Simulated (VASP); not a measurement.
# Sb (P6_3/mmc) in VASP: settings compared

The runs below take Sb through elastic constants, with PBEsol, LDA.

Program: VASP 6.6.1. These are calculated values, not measurements. Logs are shortened: lines on timing, memory, paths and dates and some standing lists are left out, and cuts for length are marked.

## 1. The cell of the first run

Symmetry: P6_3/mmc, No. 194, hexagonal system. The conventional cell has a = 3.355 Å, b = 3.355 Å, c = 5.470 Å, α = 90.00°, β = 90.00°, γ = 120.00°. Within 4.4 Å of Sb (site symmetry -6m2) lie 12 Sb at 3.35 Å.

This isn't the form of Sb at room conditions, which is rhombohedral.

## 2. Elastic constants, PBEsol

INCAR

```
  PREC = Accurate
  ENCUT = 500
  EDIFF = 1E-8
  ISMEAR = -1
  SIGMA = 0.05
  LREAL = F
  LASPH = T
  NELM = 120
  ALGO = Normal
  ISIF = 3
  LWAVE = F
  LCHARG = T
  GGA = PS
  IBRION = 6
  NFREE = 2
  POTIM = 0.015
  NSW = 1
  GGA_COMPAT = F
```

KPOINTS

```
regular mesh
0
Gamma
  7 7 4
```

POSCAR

```
Sb
1.0
    3.3545324186      0.0000000000      0.0000000000
   -1.6772662093      2.9051102923      0.0000000000
    0.0000000000      0.0000000000      5.4701606500
Sb
2
Direct
    0.6666666667      0.3333333333      0.7500000000
    0.3333333333      0.6666666667      0.2500000000
```

Potentials or basis: VASP PAW PBE potentials, release 64 (Sb_d_GW).

Launch:

```sh
cat potpaw_PBE.64/Sb_d_GW/POTCAR > POTCAR
mpirun -np 1 vasp_std > vasp.out
```

OUTCAR:

```text
PREC = Accurate
   ENCUT = 500
   EDIFF = 1E-8
   ISMEAR = -1
   LREAL = F
   LASPH = T
   NELM = 120
   ISIF = 3
   GGA = PS
   IBRION = 6
   NFREE = 2
   POTIM = 0.015
   NSW = 1

 ion  position               nearest neighbor table
   1  0.667  0.333  0.750-   2 3.35   2 3.35   2 3.35   2 3.35   2 3.35   2 3.35
   2  0.333  0.667  0.250-   1 3.35   1 3.35   1 3.35   1 3.35   1 3.35   1 3.35

  LATTYP: Found a hexagonal cell.
 ALAT       =     3.3545324186
 C/A-ratio  =     1.6306775334

  Lattice vectors:

 A1 = (   3.3545324186,   0.0000000000,   0.0000000000)
 A2 = (  -1.6772662093,   2.9051102923,   0.0000000000)
 A3 = (   0.0000000000,   0.0000000000,   5.4701606500)

Analysis of symmetry for initial positions (statically):
=====================================================================
 Subroutine PRICEL returns:
 Original cell was already a primitive cell.

 Routine SETGRP: Setting up the symmetry group for a
 hexagonal supercell.

 Subroutine GETGRP returns: Found 24 space group operations
 (whereof 12 operations were pure point group operations)
 out of a pool of 24 trial point group operations.

The static configuration has the point symmetry D_3d.
 The point group associated with its full space group is D_6h.

Analysis of symmetry for dynamics (positions and initial velocities):
=====================================================================
 Subroutine PRICEL returns:
 Original cell was already a primitive cell.

 Routine SETGRP: Setting up the symmetry group for a
 hexagonal supercell.

 Subroutine GETGRP returns: Found 24 space group operations
 (whereof 12 operations were pure point group operations)
 out of a pool of 24 trial point group operations.

The dynamic configuration has the point symmetry D_3d.
[... 877 lines left out ...]

  FORCE on cell =-STRESS in cart. coord.  units (eV):
  Direction    XX          YY          ZZ          XY          YZ          ZX
  --------------------------------------------------------------------------------------
  -------------------------------------------------------------------------------------
  Total       -0.3040854     -0.3040854     -0.7056126      0.0000000      0.0000000     -0.0000000
  in kB       -9.1392680     -9.1392680    -21.2071439      0.0000000      0.0000000     -0.0000000
  external PRESSURE =     -13.1618933 kB  Pullay stress =       0.0000000 kB
[... 17 lines left out ...]
  FREE ENERGIE OF THE ION-ELECTRON SYSTEM (eV)
  ---------------------------------------------------
  free  energy   TOTEN  =        -8.7048161919 eV

  energy  without entropy=       -8.6917808784  energy(sigma->0) =       -8.69829854

 INTERNAL STRAIN TENSORS FROM STRAINED CELLS
 ============================================

 INTERNAL STRAIN TENSOR FOR ION    1 for displacements in x,y,z  (eV/Angst):
          X           Y           Z          XY          YZ          ZX
  --------------------------------------------------------------------------------
  x    -0.00000     0.00000    -0.00000     0.91540    -0.00000    -0.00000
  y     0.85896    -0.86410     0.00000    -0.00335     0.02850     0.00687
  z     0.00000    -0.00000     0.00000     0.00000    -0.02590     0.00000

 INTERNAL STRAIN TENSORS FROM DISPLACED ATOMS
 ============================================

 INTERNAL STRAIN TENSOR FOR ION    1 for displacements in x,y,z  (eV/Angst):
          X           Y           Z          XY          YZ          ZX
  --------------------------------------------------------------------------------
  x     0.00000     0.00000     0.00000     0.80520     0.00000     0.00000
  y     0.80520    -0.80520    -0.00000    -0.00000     0.00000     0.00000
  z     0.00000    -0.00000     0.00000     0.00000     0.00000     0.00000

 INTERNAL STRAIN TENSOR FOR ION    2 for displacements in x,y,z  (eV/Angst):
          X           Y           Z          XY          YZ          ZX
  --------------------------------------------------------------------------------
  x     0.00000     0.00000     0.00000    -0.80520     0.00000     0.00000
  y    -0.80520     0.80520     0.00000     0.00000     0.00000     0.00000
  z    -0.00000     0.00000    -0.00000     0.00000     0.00000     0.00000

 Eigenvectors and eigenvalues of the dynamical matrix
 ----------------------------------------------------

   1 f  =    2.141073 THz    13.452760 2PiTHz   71.418518 cm-1     8.854764 meV
             X         Y         Z           dx          dy          dz
      1.677266  0.968370  4.102620     0.000000    0.000000   -0.707107
     -0.000000  1.936740  1.367540    -0.000000    0.000000    0.707107

   2 f  =    0.000000 THz     0.000000 2PiTHz    0.000001 cm-1     0.000000 meV
             X         Y         Z           dx          dy          dz
      1.677266  0.968370  4.102620    -0.085307   -0.701942   -0.000000
     -0.000000  1.936740  1.367540    -0.085307   -0.701942    0.000000

   3 f/i=    0.000000 THz     0.000000 2PiTHz    0.000000 cm-1     0.000000 meV
             X         Y         Z           dx          dy          dz
      1.677266  0.968370  4.102620    -0.000000    0.000000    0.707107
     -0.000000  1.936740  1.367540     0.000000    0.000000    0.707107
[... 11 lines left out ...]
   6 f/i=    2.481784 THz    15.593512 2PiTHz   82.783418 cm-1    10.263831 meV
             X         Y         Z           dx          dy          dz
      1.677266  0.968370  4.102620    -0.707107   -0.000001   -0.000000
     -0.000000  1.936740  1.367540     0.707107    0.000001    0.000000

--------------------------------------------------------------------------------------------------------

 ELASTIC MODULI CONTR FROM IONIC RELAXATION (kBar)
 Direction    XX          YY          ZZ          XY          YZ          ZX
 --------------------------------------------------------------------------------
 XX          -0.0000      0.0000     -0.0000      0.0000      0.0000      0.0000
 YY           0.0000     -0.0000      0.0000     -0.0000      0.0000      0.0000
 ZZ          -0.0000      0.0000     -0.0000      0.0000      0.0000      0.0000
 XY           0.0000     -0.0000      0.0000     -0.0000      0.0000      0.0000
 YZ           0.0000      0.0000      0.0000      0.0000      0.0000      0.0000
 ZX           0.0000      0.0000      0.0000      0.0000      0.0000      0.0000
 --------------------------------------------------------------------------------

 TOTAL ELASTIC MODULI (kBar)
 Direction    XX          YY          ZZ          XY          YZ          ZX
 --------------------------------------------------------------------------------
 XX        1112.0118    393.0135    369.9589      0.0000     -0.0000      0.0000
 YY         393.0135   1112.0118    369.9589     -0.0000      0.0000     -0.0000
 ZZ         369.9589    369.9589   1161.3181      0.0000      0.0000      0.0000
 XY           0.0000     -0.0000      0.0000    359.4991      0.0000      0.0000
 YZ           0.0000      0.0000      0.0000      0.0000    210.1759      0.0000
 ZX           0.0000     -0.0000      0.0000      0.0000      0.0000    210.1761
 --------------------------------------------------------------------------------
```

OSZICAR:

```text
N       E                     dE             d eps       ncg     rms          rms(c)
DAV:   1     0.207755740627E+03    0.20776E+03   -0.97993E+03  1235   0.147E+04
DAV:   2     0.157810535814E+02   -0.19197E+03   -0.18780E+03  1808   0.116E+03
DAV:   3    -0.774132373636E+01   -0.23522E+02   -0.23073E+02  1777   0.242E+02
DAV:   4    -0.869347989387E+01   -0.95216E+00   -0.92772E+00  1613   0.417E+01
[... 208 lines left out ...]
DAV:   5    -0.870481665196E+01    0.18346E-05   -0.43698E-05  1882   0.125E-01    0.313E-03
DAV:   6    -0.870481660898E+01    0.42985E-07   -0.13284E-06  1829   0.113E-02    0.374E-03
DAV:   7    -0.870481619995E+01    0.40902E-06   -0.12636E-06  1986   0.240E-02    0.751E-04
DAV:   8    -0.870481619994E+01    0.17280E-10   -0.20381E-07  1679   0.843E-03    0.572E-04
DAV:   9    -0.870481619192E+01    0.80163E-08   -0.95023E-09   764   0.487E-03
  17 F= -.87048162E+01 E0= -.86982985E+01  d E =-.130353E-01
```

stdout:

```text
POSCAR found type information on POSCAR Sb
 POSCAR found :  1 types and       2 ions
 scaLAPACK will be used
 -----------------------------------------------------------------------------
|                                                                             |
|                                                                             |
|     You enforced a specific xc type in the INCAR file but a different       |
|     I HOPE YOU KNOW WHAT YOU ARE DOING!                                     |
[... 32 lines left out ...]
 Finite differences progress:
 bond charge predicted
 Finite differences progress:
 bond charge predicted
 Finite differences progress:
 bond charge predicted
 Finite differences progress:
 bond charge predicted
 Finite differences progress:
 bond charge predicted
 Finite differences progress:
 bond charge predicted
 Finite differences progress:
```

Wall time 11 min (1 thread of Intel Xeon Platinum 8259CL at 2.50GHz (Skylake/Cascade Lake), shared host); peak memory 0.28 GiB.

What came out:

* Voigt bulk modulus: 63 GPa
* Highest phonon frequency at Γ: 71 cm⁻¹
* Most unstable mode: 83i cm⁻¹

Phonon frequencies in cm⁻¹ (negative: imaginary):
```
              q point       frequencies
(0.000, 0.000, 0.000)  -83 -83 0 0 0 71
```

Elastic tensor in Voigt notation (GPa, in the Cartesian axes of the cell as first typed):
```
111  39  37   0   0   0
 39 111  37   0   0   0
 37  37 116   0   0   0
  0   0   0  21   0   0
  0   0   0   0  21   0
  0   0   0   0   0  36
```

Clamped-ion elastic tensor (GPa):
```
111  39  37   0   0   0
 39 111  37   0   0   0
 37  37 116   0   0   0
  0   0   0  21   0   0
  0   0   0   0  21   0
  0   0   0   0   0  36
```

Caveat: the cell is under stress, which shifts elastic constants; some modes are imaginary; the PAW data sets were made with another functional, which shifts forces and pressure a little; spin-orbit coupling is left out, which moves the levels of the heavy elements.

## 3. Elastic constants, LDA

INCAR

```
PREC = Accurate ; ENCUT = 500
EDIFF = 1E-8 ; ISMEAR = -1
SIGMA = 0.05 ; LREAL = False
LASPH = True ; NELM = 120
ALGO = Normal ; ISIF = 3
LWAVE = False ; LCHARG = False
IBRION = 6 ; NFREE = 2
POTIM = 0.015 ; NSW = 1
GGA_COMPAT = False
```

KPOINTS

```
Automatic mesh
0
Gamma
  7 7 4
```

POSCAR is that of step 2.

Potentials or basis: VASP PAW LDA potentials, release 64 (Sb_d_GW).

Launch:

```sh
cat potpaw_LDA.64/Sb_d_GW/POTCAR > POTCAR
mpirun -np 1 vasp_std > vasp.out
```

It took 8.1 min on 1 thread of Intel Xeon Platinum 8259CL at 2.50GHz (Skylake/Cascade Lake), shared host; peak memory 0.29 GiB.

The run converged. Its results:

```yaml
Voigt_bulk_modulus: 62 GPa
Highest_phonon_frequency_at_Γ: 60 cm⁻¹
Most_unstable_mode: 79i cm⁻¹
```

Phonon frequencies in cm⁻¹ (negative: imaginary):
| q point | frequencies |
| --- | --- |
| (0.000, 0.000, 0.000) | -79 -79 0 0 0 60 |

Elastic tensor in Voigt notation (GPa, in the Cartesian axes of the cell as first typed):
```
108  39  37   0   0   0
 39 108  37   0   0   0
 37  37 113   0   0   0
  0   0   0  19   0   0
  0   0   0   0  19   0
  0   0   0   0   0  35
```

Clamped-ion elastic tensor (GPa):
```
108  39  37   0   0   0
 39 108  37   0   0   0
 37  37 113   0   0   0
  0   0   0  19   0   0
  0   0   0   0  19   0
  0   0   0   0   0  35
```

Caveat: the cell is under stress, which shifts elastic constants; some modes are imaginary; spin-orbit coupling is left out, which moves the levels of the heavy elements.
